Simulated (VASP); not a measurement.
# NiO: single point with PBE

Crystal: NiO.

```
Ni O
1.0
     0.00000    2.10905    2.10905
     2.10905    0.00000    2.10905
     2.10905    2.10905    0.00000
Ni O
1 1
Direct
  0.00000 0.00000 0.00000
  0.50000 0.50000 0.50000
```

```json
{
 "Program": "VASP 6.6.1",
 "Task": "single point",
 "Functional": "PBE",
 "Potentials or basis": "VASP PAW PBE potentials, release 64 (Ni, O)",
 "Cutoff": "600 eV",
 "k mesh": "8 × 8 × 8",
 "Occupations": "gaussian, width 0.1 eV",
 "Spin": "collinear spin, ferromagnetic start",
 "Starting moments": "[1.62, 0.33] μB",
 "Dipole correction": "no",
 "Further INCAR settings": "ALGO = Normal; EDIFF = 1e-06; NBANDS = 19"
}
```

```yaml
Pressure: -0.3 GPa
Net_moment: 1.84 μB per cell
Site_moments: Ni +1.50; O +0.29 μB
Valence_electrons_inside_the_program's_atomic_spheres: Ni 8.93; O 4.97
```

Levels at points of the mesh, in eV from the Fermi level:
Spin up:
```csv
k point,band 7,band 8,band 9,band 10,band 11,band 12
"(0.00, 0.00, 0.00)",-2.64,-2.64,-2.64,1.37,17.76,18.69
"(0.50, 0.00, 0.00)",-1.47,0.18,0.18,5.53,9.67,13.80
"(0.50, 0.50, 0.00)",-2.37,-1.70,-1.70,5.92,10.37,12.08
```
Spin down:
| k point | band 4 | band 5 | band 6 | band 7 | band 8 | band 9 | band 10 | band 11 |
| --- | --- | --- | --- | --- | --- | --- | --- | --- |
| (0.00, 0.00, 0.00) | -2.32 | -1.80 | -1.80 | -1.80 | -0.53 | -0.53 | 1.73 | 17.69 |
| (0.50, 0.00, 0.00) | -4.57 | -0.95 | -0.95 | -0.59 | 2.19 | 2.19 | 5.70 | 10.22 |
| (0.50, 0.50, 0.00) | -3.64 | -2.71 | -0.77 | -0.77 | -0.12 | 0.36 | 6.39 | 10.75 |

Wall time 11 s on 1 thread of Intel(R) Xeon(R) 6975P-C (Granite Rapids), on a shared host, peak memory 0.15 GiB.

Caveat: a cell with one magnetic atom can't hold antiferromagnetic order, which such compounds often take; semilocal functionals often make such compounds metallic where correlation or magnetic order opens a gap, which also shifts bond lengths. With open d or f shells a metallic result of PBE can be an artefact of self-interaction; +U or a hybrid may open a gap.
